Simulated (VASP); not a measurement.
# ZrC (P1) in VASP: single point with PBE-based screened hybrid with 25 % exact exchange

Aim: the single point of ZrC with PBE-based screened hybrid with 25 % exact exchange.

Everything below comes from runs of VASP 6.6.1. Logs are shortened: lines on timing, memory, paths and dates and some standing lists are left out, and cuts for length are marked.

### Step 1. The cell of the first run

The typed cell holds 2 atoms: a = 3.314 Å, b = 3.358 Å, c = 3.361 Å, α = 58.36°, β = 59.44°, γ = 59.68°.

### Step 2. Single point, PBE-based screened hybrid with 25 % exact exchange

The input, POSCAR:

```
ZrC
1.0
    0.0317580200      2.3478462000      2.3382161500
    2.4063825400      0.0277899300      2.3421842400
    2.4035244100      2.3489561500      0.0306480600
Zr C
1 1
Direct
    0.5028817700      0.4961493300      0.5063366100
    0.9971182300      0.0038506700      0.9936633900
```

The input, INCAR.step1:

```
SYSTEM = ZrC
  PREC = Accurate
  ENCUT = 520
  EDIFF = 1E-5
  ISMEAR = -1
  SIGMA = 0.05
  LREAL = .FALSE.
  LASPH = .TRUE.
  NELM = 60
  ALGO = Normal
  ISIF = 2
  LWAVE = .TRUE.
  LCHARG = .FALSE.
  NBANDS = 15
  GGA = PE
```

The input, INCAR.step2:

```
SYSTEM = ZrC
  PREC = Accurate
  ENCUT = 520
  EDIFF = 1E-6
  ISMEAR = -1
  SIGMA = 0.05
  LREAL = .FALSE.
  LASPH = .TRUE.
  NELM = 60
  ALGO = Normal
  ISIF = 2
  LWAVE = .FALSE.
  LCHARG = .FALSE.
  GGA = PE
  LHFCALC = .TRUE.
  AEXX = 0.25
  HFSCREEN = 0.4
  PRECFOCK = Normal
  NBANDS = 15
  ISTART = 1
```

The input, KPOINTS:

```
regular mesh
0
G
  5 5 5
  0 0 0
```

Potentials or basis: VASP PAW PBE potentials, release 64 (Zr_sv, C).

Started as:

```sh
cat potpaw_PBE.64/Zr_sv/POTCAR potpaw_PBE.64/C/POTCAR > POTCAR
cp INCAR.step1 INCAR
mpirun -np 1 vasp_std > vasp.out
cp INCAR.step2 INCAR
mpirun -np 1 vasp_std > vasp.out
```

OUTCAR:

```text
SYSTEM = ZrC
   PREC = Accurate
   ENCUT = 520
   EDIFF = 1E-6
   ISMEAR = -1
   LREAL = .FALSE.
   LASPH = .TRUE.
   NELM = 60
   ISIF = 2
   GGA = PE
   LHFCALC = .TRUE.
   AEXX = 0.25
   HFSCREEN = 0.4
   PRECFOCK = Normal
   ISTART = 1

 ion  position               nearest neighbor table
   1  0.503  0.496  0.506-   2 2.29   2 2.32   2 2.33   2 2.38   2 2.38   2 2.40
   2  0.997  0.004  0.994-   1 2.29   1 2.32   1 2.33   1 2.38   1 2.38   1 2.40

  LATTYP: Found a triclinic cell.
 ALAT       =     5.6868987340
 B/A-ratio  =     0.5818814204
 C/A-ratio  =     0.8210411869
 COS(alpha) =     0.0007870354
 COS(beta)  =     0.4062780789
 COS(gamma) =     0.8651037197

  Lattice vectors:

 A1 = (  -2.3689082600,  -2.3222761700,   4.6191042700)
 A2 = (  -2.3717663900,  -0.0011099500,   2.3075680900)
 A3 = (  -0.0288998900,  -4.6690124200,  -0.0266799700)

Analysis of symmetry for initial positions (statically):
=====================================================================
 Subroutine PRICEL returns:
 Original cell was already a primitive cell.

 Routine SETGRP: Setting up the symmetry group for a
 triclinic supercell.

 Subroutine GETGRP returns: Found  1 space group operations
 (whereof  1 operations were pure point group operations)
 out of a pool of  2 trial point group operations.

The static configuration has the point symmetry C_1 .

Analysis of symmetry for dynamics (positions and initial velocities):
=====================================================================
 Subroutine PRICEL returns:
 Original cell was already a primitive cell.

 Routine SETGRP: Setting up the symmetry group for a
 triclinic supercell.

 Subroutine GETGRP returns: Found  1 space group operations
 (whereof  1 operations were pure point group operations)
 out of a pool of  2 trial point group operations.

The dynamic configuration has the point symmetry C_1 .

 Subroutine INISYM returns: Found  1 space group operations
 (whereof  1 operations are pure point group operations),
 and found     1 'primitive' translations

----------------------------------------------------------------------------------------

                                     Primitive cell

  volume of cell :      25.9299

  direct lattice vectors                    reciprocal lattice vectors
     0.031758020  2.347846200  2.338216150    -0.212142600  0.214260220  0.215415151
     2.406382540  0.027789930  2.342184240     0.209040926 -0.216699112  0.214752371
     2.403524410  2.348956150  0.030648060     0.209569244  0.214125755 -0.217854045

  length of vectors
     3.313705647  3.358165604  3.360872489     0.370561212  0.369831306  0.370444992

  position of ions in fractional coordinates (direct lattice)
     0.502881770  0.496149330  0.506336610
     0.997118230  0.003850670  0.993663390

  ion indices of the primitive-cell ions
   primitive index   ion index
                 1           1
                 2           2

----------------------------------------------------------------------------------------

 KPOINTS: regular mesh

Automatic generation of k-mesh.
 Grid dimensions read from file:
 generate k-points for:    5    5    5

 Generating k-lattice:

  Cartesian coordinates                     Fractional coordinates (reciprocal lattice)
    -0.042428520  0.042852044  0.043083030     0.200000000  0.000000000 -0.000000000
     0.041808185 -0.043339822  0.042950474     0.000000000  0.200000000 -0.000000000
     0.041913849  0.042825151 -0.043570809     0.000000000  0.000000000  0.200000000

  Length of vectors
     0.074112242  0.073966261  0.074088998

  Shift w.r.t. Gamma in fractional coordinates (k-lattice)
     0.000000000  0.000000000  0.000000000

 Subroutine IBZKPT returns following result:
 ===========================================

 Found     63 irreducible k-points:

 Following reciprocal coordinates:
            Coordinates               Weight
  0.000000  0.000000  0.000000      1.000000
  0.200000  0.000000  0.000000      2.000000
  0.400000  0.000000  0.000000      2.000000
  0.000000  0.200000 -0.000000      2.000000
  0.200000  0.200000  0.000000      2.000000
  0.400000  0.200000  0.000000      2.000000
[... 16 lines left out ...]
 -0.200000  0.200000  0.200000      2.000000
  0.000000  0.400000  0.200000      2.000000
 [... further k-points ...]
   k-points           NKPTS =     63   k-points in BZ     NKDIM =    125   number of bands    NBANDS=     15
   number of dos      NEDOS =    301   number of ions     NIONS =      2
   total plane-waves  NPLWV =  21952
   dimension x,y,z NGX =    28 NGY =   28 NGZ =   28
   dimension x,y,z NGXF=    56 NGYF=   56 NGZF=   56
   ions per type =               1   1
   NGX,Y,Z   is equivalent  to a cutoff of  14.05, 13.86, 13.85 a.u.
   NGXF,Y,Z  is equivalent  to a cutoff of  28.09, 27.72, 27.70 a.u.
 SYSTEM =  ZrC
   PREC   = accura    normal or accurate (medium, high low for compatibility)
   ISTART =      1    job   : 0-new  1-cont  2-samecut
   ICHARG =      0    charge: 1-file 2-atom 10-const
   ISPIN  =      1    spin polarized calculation?
   LNONCOLLINEAR =      F non collinear calculations
   LSORBIT =      F    spin-orbit coupling
   LASPH  =      T    aspherical Exc in radial PAW
   ENCUT  =  520.0 eV  38.22 Ry    6.18 a.u.   6.16  6.24  6.25*2*pi/ulx,y,z
   NELM   =     60;   NELMIN=  2; NELMDL=  0     # of ELM steps
   EDIFF  = 0.1E-05   stopping-criterion for ELM
   LREAL  =      F    real-space projection
   EDIFFG = 0.1E-04   stopping-criterion for IOM
   NSW    =      0    number of steps for IOM
   IBRION =     -1    ionic relax: 0-MD 1-quasi-New 2-CG
   NFREE  =      0    steps in history (QN), initial steepest desc. (CG)
   ISIF   =      2    stress and relaxation
   ISYM   =      3    0-nonsym 1-usesym 2-fastsym
   POTIM  = 0.5000    time-step for ionic-motion
   TEBEG  =    0.0;   TEEND  =   0.0 temperature during run
   PSTRESS=    0.0 pullay stress
   NELECT =      16.0000    total number of electrons
   NUPDOWN=      -1.0000    fix difference up-down
   EMIN   =  10.00;   EMAX   =-10.00  energy-range for DOS
   EFERMI =   0.00;   METHOD = LEGACY
   ISMEAR =    -1;   SIGMA  =   0.05  broadening in eV -4-tet -1-fermi 0-gaus
   EFERMI_NEDOS =   21; number of points for ismear=-14 and -15
   IALGO  =     38    algorithm
   IMIX   =      1    mixing-type and parameters
     AMIX     =   0.40;   BMIX     =  1.00
     AMIX_MAG =   1.60;   BMIX_MAG =  1.00
  volume/ion in A,a.u.               =      12.96        87.49
  Fermi-wavevector in a.u.,A,eV,Ry     =   1.393738  2.633783 26.429402  1.942506
  Thomas-Fermi vector in A             =   2.517355
   LORBIT       =      0    0 simple, 1 ext, 2 COOP (PROOUT), +10 PAW based schemes
   GGA     = PE    functional components
   LHFCALC =     T    Hartree Fock is set to
   PRECFOCK=normal    Normal, Fast or Accurate (Low or Medium for compatibility)
   ENCUT4O =  -1.0   cutoff for four orbital integrals eV
   NKREDX  =     1    reduce k-point grid by
   NKREDY  =     1    reduce k-point grid by
   NKREDZ  =     1    reduce k-point grid by
   AEXX    =    0.2500 exact exchange contribution
   HFSCREEN=    0.4000 screening length (either q_TF or 0.3 A-1)
   HFSCREENC=   0.4000 screening length for correlation (either q_TF or 0.3 A-1)
   ENCUTFOCK=  -1.0 apply spherical cutoff to Coloumb kernel
   IVDW    =     0    specifies the selected vdW correction
   LEPSILON=     F    determine dielectric tensor
   LRPA    =     F    only Hartree local field effects (RPA)
 non-spin polarized calculation
  energy-cutoff  :      520.00
  volume of cell :       25.93
 maximum number of plane-waves:       707
 NGX is ok and might be reduce to    28
  NGX = 20; NGY = 20; NGZ = 20

 number of electron      16.0000000 magnetization

 Free energy of the ion-electron system (eV)
  ---------------------------------------------------
  ext. energy  EPLUGINS =         0.00000000
  ---------------------------------------------------
  free energy    TOTEN  =       -21.25577569 eV

  energy without entropy =      -21.25218314  energy(sigma->0) =      -21.25397942

 E-fermi :   9.4842     XC(G=0): -10.2589

 val. band max:        9.4343683289   @ k =  -0.0000   0.4000   0.4000
 cond. band min:       9.6121910348   @ k =  -0.0000   0.4000   0.4000
 fundamental gap:      0.1778227059
 Fermi energy:         9.4841871595

 k-point     1 :       0.0000    0.0000    0.0000
  band No.  band energies     occupation
      1     -41.7270      2.00000
      2     -18.0805      2.00000
      3     -18.0611      2.00000
      4     -18.0501      2.00000
      5      -3.0584      2.00000
      6      10.2645      0.00000
      7      10.3987      0.00000
      8      10.5083      0.00000
      9      10.9578      0.00000
     10      11.0639      0.00000
     11      11.2665      0.00000
     12      12.5332      0.00000
     13      12.8855      0.00000
     14      17.5421      0.00000
     15      20.5006      0.00000

 k-point     2 :       0.2000    0.0000    0.0000
  band No.  band energies     occupation
      1     -41.6870      2.00000
      2     -18.4125      2.00000
      3     -18.1129      2.00000
      4     -18.0760      2.00000
      5      -2.1251      2.00000
      6       7.4057      2.00000
      7       8.0063      2.00000
      8       8.2808      2.00000
      9      11.9017      0.00000
     10      12.1659      0.00000
     11      12.3778      0.00000
     12      15.7479      0.00000
     13      16.1403      0.00000
     14      19.1186      0.00000
     15      22.7163      0.00000
[... 365 lines left out ...]
      3     -18.2652      2.00000
      4     -18.2053      2.00000
      5      -1.0710      2.00000
      6       5.3384      2.00000
      7       7.1003      2.00000
      8       7.9830      2.00000
      9      10.9703      0.00000
     10      14.7710      0.00000
     11      15.2546      0.00000
     12      16.7604      0.00000
     13      18.2744      0.00000
     14      21.1104      0.00000
     15      23.7837      0.00000

 k-point    24 :       0.0000    0.4000    0.2000
  band No.  band energies     occupation
      1     -41.6223      2.00000
      2     -18.7387      2.00000
      3     -18.2716      2.00000
      4     -18.2164      2.00000
      5      -1.0806      2.00000
      6       5.4006      2.00000
      7       7.1424      2.00000
      8       7.8670      2.00000
      9      11.1128      0.00000
     10      14.6343      0.00000
     11      15.2348      0.00000
     12      16.7350      0.00000
     13      18.3183      0.00000
     14      21.1286      0.00000
     15      23.7366      0.00000

 [... further k-points ...]

------------------------ aborting loop because EDIFF is reached ----------------------------------------

  FORCE on cell =-STRESS in cart. coord.  units (eV):
  Direction    XX          YY          ZZ          XY          YZ          ZX
  --------------------------------------------------------------------------------------
  -------------------------------------------------------------------------------------
  Total       -0.7489165      0.4330138      0.5491577     -0.3542648     -0.2460885     -0.4075440
  in kB      -46.2746510     26.7554026     33.9317932    -21.8895953    -15.2055130    -25.1816546
  external PRESSURE =       4.8041816 kB  Pullay stress =       0.0000000 kB

 VOLUME and BASIS-vectors are now :
 -----------------------------------------------------------------------------
  energy-cutoff  :      520.00
  volume of cell :       25.93
      direct lattice vectors                 reciprocal lattice vectors
     0.031758020  2.347846200  2.338216150    -0.212142600  0.214260220  0.215415151
     2.406382540  0.027789930  2.342184240     0.209040926 -0.216699112  0.214752371
     2.403524410  2.348956150  0.030648060     0.209569244  0.214125755 -0.217854045

 POSITION                                       TOTAL-FORCE (eV/Angst)
 -----------------------------------------------------------------------------------
      2.42689      2.38384      2.35344        -0.042352     -0.161674     -0.043086
      2.42923      4.67526      2.37095         0.042352      0.161674      0.043086
 -----------------------------------------------------------------------------------
    total drift:                               -0.000033     -0.000056      0.000022

  FREE ENERGIE OF THE ION-ELECTRON SYSTEM (eV)
  ---------------------------------------------------
  free  energy   TOTEN  =       -21.2557756894 eV

  energy  without entropy=      -21.2521831432  energy(sigma->0) =      -21.25397942
```

Wall time 1.9 h (1 thread of AMD EPYC 7R13, shared host); peak memory 0.26 GiB.

Results:

| Property | Result |
| --- | --- |
| Free energy | -21.2558 eV |
| Pressure | 0.5 GPa |
| Largest force | 0.173 eV/Å |
| Band gap on the k mesh | zero (bands 8 and 9 overlap by 1.15 eV) |

Forces on the atoms (eV/Å):
```
Zr  -0.042 -0.162 -0.043
C    0.042  0.162  0.043
```

Stress tensor (GPa, compression positive):
```
-4.63 -2.19 -2.52
-2.19  2.68 -1.52
-2.52 -1.52  3.39
```

Levels at points of the mesh, in eV from the Fermi level:
| k point | band 4 | band 5 | band 6 | band 7 | band 8 | band 9 | band 10 | band 11 | band 12 | band 13 |
| --- | --- | --- | --- | --- | --- | --- | --- | --- | --- | --- |
| (0.00, 0.00, 0.00) | -27.53 | -12.54 | 0.78 | 0.91 | 1.02 | 1.47 | 1.58 | 1.78 | 3.05 | 3.40 |

Caveat: the k points lie up to 0.47 Å⁻¹ apart, too coarse for converged energies and pressures of a metal; the PAW data sets were made with another functional, which shifts forces and pressure a little.

The gap in the log of VASP goes by the Fermi energy; the results here count the filled bands.